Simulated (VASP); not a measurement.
Runs of VASP 6.6.1 on PbSe. The structure is cubic, space group F-43m (No. 216). Conventional cell: a = 6.846 Å, b = 6.846 Å, c = 6.846 Å, α = 90.00°, β = 90.00°, γ = 90.00°. Pb (site symmetry -43m) has 4 Se at 2.96 Å within 3.9 Å. Se (site symmetry -43m) has 4 Pb at 2.96 Å within 3.9 Å. 

```tsv
level	k mesh	grid for exact exchange (PRECFOCK)	screening parameter	gap on the mesh (eV)	pressure (GPa)
PBE	6 × 6 × 6	-	-	0.75	0.7
PBE	4 × 4 × 4	-	-	0.62	0.7
r2SCAN	4 × 4 × 4	-	-	0.80	-0.1
HSE06	4 × 4 × 4	Normal	0.2079 1/Å	(b)	(a)
```

Alike in all rows: task single point; potentials or basis VASP PAW PBE potentials, release 64 (Pb_d, Se); no spin polarisation; cell as given; cutoff (eV) 520; smearing gaussian 0.01 eV.

Task: Estimate the missing entries.

Result: (a) 0.0; (b) 1.07.

Caveats: spin-orbit coupling is left out, which moves the levels of the heavy elements; the PAW data sets were made with another functional, which shifts forces and pressure a little (some runs).

A k mesh can miss the band edges, and the runs leave out spin-orbit coupling on Pb, Se.
